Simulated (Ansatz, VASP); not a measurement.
# Cs2ZnH4 in VASP and in Ansatz

```
Cs Zn H
1.0
     8.69596    0.00000    0.00000
     0.00000    6.37469    0.00000
     0.00000    0.00000   11.14103
Cs Zn H
8 4 16
Direct
  0.16185 0.25000 0.59341
  0.66185 0.25000 0.90659
  0.83815 0.75000 0.40659
  0.33814 0.75000 0.09341
  0.48734 0.25000 0.31137
  0.98735 0.25000 0.18863
  0.51265 0.75000 0.68863
  0.01265 0.75000 0.81137
  0.24326 0.25000 0.91560
  0.74326 0.25000 0.58440
  0.75674 0.75000 0.08440
  0.25674 0.75000 0.41560
  0.31382 0.46448 0.84815
  0.81382 0.03552 0.65185
  0.68618 0.96448 0.15185
  0.18618 0.53552 0.34815
  0.68618 0.53552 0.15185
  0.18618 0.96448 0.34815
  0.31382 0.03552 0.84815
  0.81382 0.46448 0.65185
  0.05194 0.25000 0.90607
  0.55194 0.25000 0.59393
  0.94806 0.75000 0.09393
  0.44806 0.75000 0.40607
  0.80362 0.25000 0.44090
  0.30362 0.25000 0.05910
  0.19638 0.75000 0.55910
  0.69638 0.75000 0.94090
```

Alike in both runs: task electric field gradients; functional PBE; k mesh 4 × 5 × 3; occupations fermi-dirac, width 0.02 eV; no spin polarisation.

```csv
,VASP,Ansatz
version,VASP 6.6.1,Ansatz 0.2.0
potentials or method,"VASP PAW PBE potentials, release 64 (Cs_sv, Zn, H)","plane-wave PAW, scalar-relativistic"
plane-wave cutoff (eV),520,420
valence electrons in the cell,136,136
```

|  | VASP | Ansatz | Ansatz less VASP |
| --- | --- | --- | --- |
| gap on the k mesh at the Fermi level (eV) | 3.85 | 3.85 | -0.002 |
| pressure (GPa) | 0.0 | -0.1 | -0.03 |
| rms of the force components (eV/Å) | 0.023 | 0.029 | +0.0062 |
| size of Vzz on the site where it differs most (V/Å²) | 24.2 | 24.7 | +0.57 |

Atom by atom the forces differ by 0.009 eV/Å (rms over components).

Neither program's run includes spin-orbit coupling.
